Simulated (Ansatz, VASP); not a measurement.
## InSe in VASP and in Ansatz

File INCAR:

```
SYSTEM = InSe
PREC = Accurate
ENCUT = 520
EDIFF = 1E-7
ISMEAR = 0
SIGMA = 0.05
LREAL = .False.
LASPH = .True.
NELM = 100
ALGO = Normal
ISIF = 2
LWAVE = .False.
LCHARG = .False.
LDIPOL = .True.
IDIPOL = 3
DIPOL = 0.5 0.5 0.500
GGA = PE
IVDW = 12
NBANDS = 48
```

Contents of KPOINTS:

```
Automatic mesh
0
Gamma
  8 8 1
  0 0 0
```

POSCAR

```
InSe
1.0
    4.1385277464      0.0000000000      0.0000000000
    0.0000000000      4.4965573378      0.0000000000
    0.0000000000      0.0000000000     23.5585673092
In Se
4 4
Direct
    0.5000000000      0.4032675394      0.3183555223
    0.0000000000      0.1887876335      0.4456538638
    0.0000000000      0.9339525970      0.5543461362
    0.5000000000      0.7194726912      0.6816444777
    0.0000000000      0.0206740284      0.3361944814
    0.5000000000      0.5713811445      0.4278149046
    0.5000000000      0.5513590860      0.5721850954
    0.0000000000      0.1020662021      0.6638055186
```

Input for Ansatz:

```yaml
crystal:
  lattice:
    - [4.1385277464, 0.0, 0.0]
    - [0.0, 4.4965573378, 0.0]
    - [0.0, 0.0, 23.5585673092]
  atoms:
    - { symbol: In, position: [0.5, 0.4032675394, 0.3183555223] }
    - { symbol: Se, position: [0.0, 0.0206740284, 0.3361944814] }
    - { symbol: Se, position: [0.5, 0.5713811445, 0.4278149046] }
    - { symbol: In, position: [0.0, 0.1887876335, 0.4456538638] }
    - { symbol: In, position: [0.0, 0.933952597, 0.5543461362] }
    - { symbol: Se, position: [0.5, 0.551359086, 0.5721850954] }
    - { symbol: Se, position: [0.0, 0.1020662021, 0.6638055186] }
    - { symbol: In, position: [0.5, 0.7194726912, 0.6816444777] }
basis:
  ecutwfc: 420
kpoints:
  mp_grid: { grid: [8, 8, 1] }
hamiltonian:
  xc: pbe
  dispersion: d3bj
scf:
  occupations: { method: gaussian, width: 0.05 }
output:
  forces: true
  stress: true
  eigenvalues: true
  write_density: true
  write_potential: true
  elf: true
  volumetric_format: npy
efield:
  axis: 3
  dipole_correction: true
  ramp_width: 0.04
```

Alike in both runs: task single point; functional PBE; dispersion D3(BJ); k mesh 8 × 8 × 1; occupations gaussian, width 0.05 eV; no spin polarisation.

|  | VASP | Ansatz |
| --- | --- | --- |
| version | VASP 6.6.1 | Ansatz 0.2.0 |
| potentials or method | VASP PAW PBE potentials, release 64 (In_d, Se), cutoff 520 eV | scalar-relativistic, plane waves, PAW |
| valence electrons in the cell | 76 | 116 |

Ansatz gave:

| Quantity | Value |
| --- | --- |
| gap on the k mesh at the Fermi level (eV) | none |
| rms of the force components (eV/Å) | 0.275 |

Problem. Which values does VASP return?

Solution. gap on the k mesh at the Fermi level (eV): none; rms of the force components (eV/Å): 0.278.

A gap of «none» marks a metal or a gap that the smearing closes. VASP's potentials hold 76 valence electrons a cell and Ansatz's 116, so a difference there can come from the potentials and not from the codes. Ansatz's warnings: xc potential rough in thin density.
